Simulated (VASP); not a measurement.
# Si7Ge (P-42m) in VASP: single point with r2SCAN

Aim: the single point of Si7Ge with r2SCAN.

Everything below comes from runs of VASP 6.6.1. Logs are shortened: lines on timing, memory, paths and dates and some standing lists are left out, and cuts for length are marked.

### 1 The cell of the first run

Symmetry: P-42m, No. 111, tetragonal system. The conventional cell has a = 5.331 Å, b = 5.331 Å, c = 5.195 Å, α = 90.00°, β = 90.00°, γ = 90.00°. Si (site symmetry m) has 3 Si at 2.28 Å and 1 Ge at 2.31 Å within 3.0 Å. Within 3.0 Å of Si (site symmetry 222) lie 4 Si at 2.28 Å. Within 3.0 Å of Si (site symmetry -42m) lie 4 Si at 2.28 Å. Within 3.1 Å of Ge (site symmetry -42m) lie 4 Si at 2.31 Å.

### 2 Single point, r2SCAN (strain -0.025 along x and y, -0.050 along z)

POSCAR reads:

```
Si7Ge
1.0
    5.3312692196      0.0000000000      0.0000000000
    0.0000000000      5.3312692196      0.0000000000
    0.0000000000      0.0000000000      5.1945700089
Si Ge
7 1
Direct
    0.2524307582      0.2524307582      0.2524307582
    0.0000000000      0.5000000000      0.5000000000
    0.5000000000      0.5000000000      0.0000000000
    0.5000000000      0.0000000000      0.5000000000
    0.7475692418      0.2524307582      0.7475692418
    0.7475692418      0.7475692418      0.2524307582
    0.2524307582      0.7475692418      0.7475692418
    0.0000000000      0.0000000000      0.0000000000
```

INCAR.step1 reads:

```
SYSTEM = Si7Ge
ALGO = Normal
EDIFF = 1E-4
ENCUT = 520
GGA = PE
ISMEAR = 0
LASPH = .True.
LCHARG = .False.
LREAL = .False.
LWAVE = .True.
NBANDS = 31
NELM = 80
PREC = Accurate
SIGMA = 0.05
```

INCAR.step2 reads:

```
SYSTEM = Si7Ge
ALGO = Normal
EDIFF = 1E-6
ENCUT = 520
ISIF = 2
ISMEAR = 0
ISTART = 1
LASPH = .True.
LCHARG = .False.
LMIXTAU = .True.
LREAL = .False.
LWAVE = .False.
METAGGA = R2SCAN
NBANDS = 31
NELM = 80
PREC = Accurate
SIGMA = 0.05
```

KPOINTS reads:

```
k-points
0
Gamma
  6 6 6
  0 0 0
```

Potentials or basis: VASP PAW PBE potentials, release 64 (Si, Ge_d).

Run with:

```
cat potpaw_PBE.64/Si/POTCAR potpaw_PBE.64/Ge_d/POTCAR > POTCAR
cp INCAR.step1 INCAR
mpirun -np 1 vasp_std > vasp.out
cp INCAR.step2 INCAR
mpirun -np 1 vasp_std > vasp.out
```

OUTCAR:

```text
SYSTEM = Si7Ge
   EDIFF = 1E-6
   ENCUT = 520
   ISIF = 2
   ISMEAR = 0
   ISTART = 1
   LASPH = .True.
   LREAL = .False.
   METAGGA = R2SCAN
   NELM = 80
   PREC = Accurate

 ion  position               nearest neighbor table
   1  0.252  0.252  0.252-   3 2.28   2 2.28   4 2.28   8 2.31
   2  0.000  0.500  0.500-   1 2.28   5 2.28   6 2.28   7 2.28
   3  0.500  0.500  0.000-   1 2.28   5 2.28   6 2.28   7 2.28
   4  0.500  0.000  0.500-   1 2.28   5 2.28   6 2.28   7 2.28
   5  0.748  0.252  0.748-   3 2.28   2 2.28   4 2.28   8 2.31
   6  0.748  0.748  0.252-   3 2.28   2 2.28   4 2.28   8 2.31
   7  0.252  0.748  0.748-   3 2.28   2 2.28   4 2.28   8 2.31
   8  0.000  0.000  0.000-   1 2.31   5 2.31   6 2.31   7 2.31

  LATTYP: Found a simple tetragonal cell.
 ALAT       =     5.3312692196
 C/A-ratio  =     0.9743589744

  Lattice vectors:

 A1 = (   5.3312692196,   0.0000000000,   0.0000000000)
 A2 = (   0.0000000000,   5.3312692196,   0.0000000000)
 A3 = (   0.0000000000,   0.0000000000,   5.1945700089)

Analysis of symmetry for initial positions (statically):
=====================================================================
 Subroutine PRICEL returns:
 Original cell was already a primitive cell.

 Routine SETGRP: Setting up the symmetry group for a
 simple tetragonal supercell.

 Subroutine GETGRP returns: Found  8 space group operations
 (whereof  8 operations were pure point group operations)
 out of a pool of 16 trial point group operations.

The static configuration has the point symmetry D_2d.

Analysis of symmetry for dynamics (positions and initial velocities):
=====================================================================
 Subroutine PRICEL returns:
 Original cell was already a primitive cell.

 Routine SETGRP: Setting up the symmetry group for a
 simple tetragonal supercell.

 Subroutine GETGRP returns: Found  8 space group operations
 (whereof  8 operations were pure point group operations)
 out of a pool of 16 trial point group operations.

The dynamic configuration has the point symmetry D_2d.

 Subroutine INISYM returns: Found  8 space group operations
 (whereof  8 operations are pure point group operations),
 and found     1 'primitive' translations

----------------------------------------------------------------------------------------

                                     Primitive cell

  volume of cell :     147.6423

  direct lattice vectors                    reciprocal lattice vectors
     5.331269220  0.000000000  0.000000000     0.187572595  0.000000000  0.000000000
     0.000000000  5.331269220  0.000000000     0.000000000  0.187572595  0.000000000
     0.000000000  0.000000000  5.194570009     0.000000000  0.000000000  0.192508716

  length of vectors
     5.331269220  5.331269220  5.194570009     0.187572595  0.187572595  0.192508716

  position of ions in fractional coordinates (direct lattice)
     0.252430758  0.252430758  0.252430758
     0.000000000  0.500000000  0.500000000
     0.500000000  0.500000000  0.000000000
     0.500000000  0.000000000  0.500000000
     0.747569242  0.252430758  0.747569242
     0.747569242  0.747569242  0.252430758
     0.252430758  0.747569242  0.747569242
     0.000000000  0.000000000  0.000000000

  ion indices of the primitive-cell ions
   primitive index   ion index
                 1           1
                 2           2
                 3           3
                 4           4
                 5           5
                 6           6
                 7           7
                 8           8

----------------------------------------------------------------------------------------

 KPOINTS: k-points

Automatic generation of k-mesh.
 Grid dimensions read from file:
 generate k-points for:    6    6    6

 Generating k-lattice:

  Cartesian coordinates                     Fractional coordinates (reciprocal lattice)
     0.031262099  0.000000000  0.000000000     0.166666667  0.000000000  0.000000000
     0.000000000  0.031262099  0.000000000     0.000000000  0.166666667  0.000000000
     0.000000000  0.000000000  0.032084786     0.000000000  0.000000000  0.166666667

  Length of vectors
     0.031262099  0.031262099  0.032084786

  Shift w.r.t. Gamma in fractional coordinates (k-lattice)
     0.000000000  0.000000000  0.000000000

 Subroutine IBZKPT returns following result:
 ===========================================

 Found     40 irreducible k-points:

 Following reciprocal coordinates:
            Coordinates               Weight
  0.000000  0.000000  0.000000      1.000000
  0.166667  0.000000  0.000000      4.000000
  0.333333  0.000000  0.000000      4.000000
  0.500000  0.000000  0.000000      2.000000
  0.166667  0.166667  0.000000      4.000000
  0.333333  0.166667  0.000000      8.000000
[... 16 lines left out ...]
  0.333333  0.000000  0.333333      8.000000
  0.500000  0.000000  0.333333      4.000000
 [... further k-points ...]
   k-points           NKPTS =     40   k-points in BZ     NKDIM =     40   number of bands    NBANDS=     31
   number of dos      NEDOS =    301   number of ions     NIONS =      8
   total plane-waves  NPLWV =  64000
   dimension x,y,z NGX =    40 NGY =   40 NGZ =   40
   dimension x,y,z NGXF=    80 NGYF=   80 NGZF=   80
   ions per type =               7   1
   NGX,Y,Z   is equivalent  to a cutoff of  12.47, 12.47, 12.80 a.u.
   NGXF,Y,Z  is equivalent  to a cutoff of  24.95, 24.95, 25.60 a.u.
 SYSTEM =  Si7Ge
   PREC   = accura    normal or accurate (medium, high low for compatibility)
   ISTART =      1    job   : 0-new  1-cont  2-samecut
   ICHARG =      0    charge: 1-file 2-atom 10-const
   ISPIN  =      1    spin polarized calculation?
   LNONCOLLINEAR =      F non collinear calculations
   LSORBIT =      F    spin-orbit coupling
   LASPH  =      T    aspherical Exc in radial PAW
   ENCUT  =  520.0 eV  38.22 Ry    6.18 a.u.   9.91  9.91  9.66*2*pi/ulx,y,z
   NELM   =     80;   NELMIN=  2; NELMDL=  0     # of ELM steps
   EDIFF  = 0.1E-05   stopping-criterion for ELM
   LREAL  =      F    real-space projection
   EDIFFG = 0.1E-04   stopping-criterion for IOM
   NSW    =      0    number of steps for IOM
   IBRION =     -1    ionic relax: 0-MD 1-quasi-New 2-CG
   NFREE  =      0    steps in history (QN), initial steepest desc. (CG)
   ISIF   =      2    stress and relaxation
   ISYM   =      2    0-nonsym 1-usesym 2-fastsym
   POTIM  = 0.5000    time-step for ionic-motion
   TEBEG  =    0.0;   TEEND  =   0.0 temperature during run
   PSTRESS=    0.0 pullay stress
   NELECT =      42.0000    total number of electrons
   NUPDOWN=      -1.0000    fix difference up-down
   EMIN   =  10.00;   EMAX   =-10.00  energy-range for DOS
   EFERMI =   0.00;   METHOD = LEGACY
   ISMEAR =     0;   SIGMA  =   0.05  broadening in eV -4-tet -1-fermi 0-gaus
   EFERMI_NEDOS =   21; number of points for ismear=-14 and -15
   IALGO  =     38    algorithm
   IMIX   =      4    mixing-type and parameters
     AMIX     =   0.40;   BMIX     =  1.00
     AMIX_MAG =   1.60;   BMIX_MAG =  1.00
  volume/ion in A,a.u.               =      18.46       124.54
  Fermi-wavevector in a.u.,A,eV,Ry     =   1.076682  2.034635 15.772488  1.159245
  Thomas-Fermi vector in A             =   2.212574
   LORBIT       =      0    0 simple, 1 ext, 2 COOP (PROOUT), +10 PAW based schemes
   METAGGA = R2SCAN    functional components
   LHFCALC =     F    Hartree Fock is set to
   AEXX    =    0.0000 exact exchange contribution
   IVDW    =     0    specifies the selected vdW correction
   LEPSILON=     F    determine dielectric tensor
   LRPA    =     F    only Hartree local field effects (RPA)
 non-spin polarized calculation
 Gauss-broadening in eV      SIGMA  =   0.05
  energy-cutoff  :      520.00
  volume of cell :      147.64
 maximum number of plane-waves:      3992
 NGX is ok and might be reduce to    40
   NGX = 19   NGY = 19   NGZ = 19

 number of electron      42.0000002 magnetization

 Free energy of the ion-electron system (eV)
  ---------------------------------------------------
  ext. energy  EPLUGINS =         0.00000000
  ---------------------------------------------------
  free energy    TOTEN  =       -74.71941431 eV

  energy without entropy =      -74.71941303  energy(sigma->0) =      -74.71941367

 E-fermi :   6.8701     XC(G=0): -10.4040

 val. band max:        6.7547381431   @ k =   0.0000   0.0000   0.0000
 cond. band min:       6.9855370761   @ k =   0.0000   0.0000   0.0000
 fundamental gap:      0.2307989330
 Fermi energy:         6.8701182223

 k-point     1 :       0.0000    0.0000    0.0000
  band No.  band energies     occupation
      1     -18.2446      2.00000
      2     -18.2436      2.00000
      3     -18.2436      2.00000
      4     -18.2044      2.00000
      5     -18.2026      2.00000
      6      -6.7354      2.00000
[... 23 lines left out ...]
     30       9.4786      0.00000
     31      11.3554      0.00000

 k-point     2 :       0.1667    0.0000    0.0000
  band No.  band energies     occupation
      1     -18.2446      2.00000
      2     -18.2436      2.00000
      3     -18.2436      2.00000
      4     -18.2044      2.00000
      5     -18.2026      2.00000
      6      -6.6007      2.00000
[... 23 lines left out ...]
     30      10.2011      0.00000
     31      11.9350      0.00000

 k-point     3 :       0.3333    0.0000    0.0000
  band No.  band energies     occupation
      1     -18.2447      2.00000
      2     -18.2437      2.00000
      3     -18.2436      2.00000
      4     -18.2044      2.00000
      5     -18.2025      2.00000
      6      -6.2000      2.00000
[... 703 lines left out ...]
     30      11.4511      0.00000
     31      11.8095      0.00000

 k-point    24 :       0.5000    0.0000    0.3333
  band No.  band energies     occupation
      1     -18.2447      2.00000
      2     -18.2438      2.00000
      3     -18.2437      2.00000
      4     -18.2041      2.00000
      5     -18.2024      2.00000
      6      -5.1377      2.00000
[... 23 lines left out ...]
     30      11.9272      0.00000
     31      11.9845      0.00000

 [... further k-points ...]

------------------------ aborting loop because EDIFF is reached ----------------------------------------

  FORCE on cell =-STRESS in cart. coord.  units (eV):
  Direction    XX          YY          ZZ          XY          YZ          ZX
  --------------------------------------------------------------------------------------
  -------------------------------------------------------------------------------------
  Total        9.9498633      9.9498633     12.3161051      0.0000000      0.0000000      0.0000000
  in kB      107.9734219    107.9734219    133.6512844      0.0000000      0.0000000      0.0000000
  external PRESSURE =     116.5327094 kB  Pullay stress =       0.0000000 kB

 VOLUME and BASIS-vectors are now :
 -----------------------------------------------------------------------------
  energy-cutoff  :      520.00
  volume of cell :      147.64
      direct lattice vectors                 reciprocal lattice vectors
     5.331269220  0.000000000  0.000000000     0.187572595  0.000000000  0.000000000
     0.000000000  5.331269220  0.000000000     0.000000000  0.187572595  0.000000000
     0.000000000  0.000000000  5.194570009     0.000000000  0.000000000  0.192508716

 POSITION                                       TOTAL-FORCE (eV/Angst)
 -----------------------------------------------------------------------------------
      1.34578      1.34578      1.31127         0.002877      0.002877      0.019407
      0.00000      2.66563      2.59729        -0.000000      0.000000     -0.000000
      2.66563      2.66563      0.00000         0.000000     -0.000000     -0.000000
      2.66563      0.00000      2.59729        -0.000000      0.000000     -0.000000
      3.98549      1.34578      3.88330        -0.002877      0.002877     -0.019407
      3.98549      3.98549      1.31127        -0.002877     -0.002877      0.019407
      1.34578      3.98549      3.88330         0.002877     -0.002877     -0.019407
      0.00000      0.00000      0.00000        -0.000000      0.000000     -0.000000
 -----------------------------------------------------------------------------------
    total drift:                               -0.000000     -0.000000      0.000000

  FREE ENERGIE OF THE ION-ELECTRON SYSTEM (eV)
  ---------------------------------------------------
  free  energy   TOTEN  =       -74.7194143072 eV

  energy  without entropy=      -74.7194130344  energy(sigma->0) =      -74.71941367
```

Wall time 5.3 min (1 thread of AMD EPYC 9R45 (Zen 5), shared host); peak memory 0.31 GiB.

Results:

| Property | Result |
| --- | --- |
| Free energy | -74.7194 eV |
| Pressure | 11.7 GPa |
| Largest force | 0.020 eV/Å |
| Band gap on the k mesh | 0.23 eV |

Forces on the atoms (eV/Å):
```
Si   0.003  0.003  0.019
Si   0.000  0.000  0.000
Si   0.000  0.000  0.000
Si   0.000  0.000  0.000
Si  -0.003  0.003 -0.019
Si  -0.003 -0.003  0.019
Si   0.003 -0.003 -0.019
Ge   0.000  0.000  0.000
```

Caveat: the cell differs from its parent crystal (strain -0.025 along x and y, -0.050 along z); the cell stands under pressure; the PAW data sets were made with another functional, which shifts forces and pressure a little. A k mesh can miss the band edges.
